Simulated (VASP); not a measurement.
A run of VASP 6.6.1:

Contents of INCAR:

```
SYSTEM = Bi
PREC     = Accurate       ! precision mode
ENCUT    = 520            ! plane-wave cutoff, eV
EDIFF    = 1E-7           ! SCF threshold, eV
ISMEAR   = 0              ! smearing method
SIGMA    = 0.15           ! smearing width, eV
LREAL    = .False.        ! projectors in reciprocal space
LASPH    = .True.         ! aspherical terms in the spheres
NELM     = 60             ! most SCF steps
ALGO     = Fast           ! electronic algorithm
ISIF     = 2              ! what is computed and relaxed
LWAVE    = .False.        ! write WAVECAR
LCHARG   = .True.         ! write CHGCAR
GGA      = PS             ! functional
LELF     = .True.         ! ELF
LVHAR    = .True.       
NBANDS   = 22             ! bands
```

File KPOINTS:

```
regular mesh
0
Gamma
  12 12 4
  0 0 0
```

The input POSCAR:

```
Bi
1.0
    4.5390002997      0.0000000000      0.0000000000
   -2.2695001499      3.8719262238      0.0000000000
    0.0000000000      0.0000000000     11.8290000000
Bi
2
Direct
    0.3333333333      0.6666666667      0.2500000000
    0.6666666667      0.3333333333      0.7500000000
```

Potentials or basis: VASP PAW PBE potentials, release 64 (Bi_d).

Launch:

```sh
$ cat potpaw_PBE.64/Bi_d/POTCAR > POTCAR
$ mpirun -np 1 vasp_std > vasp.out
```

Hardware: 1 thread of Intel(R) Xeon(R) 6975P-C (Granite Rapids), on a shared host.

Task: Estimate the wall time of this run.

Result: Wall time 6.2 min on 1 thread of Intel(R) Xeon(R) 6975P-C (Granite Rapids), on a shared host, peak memory 0.64 GiB. Counts: scf iterations 16, k points 129.
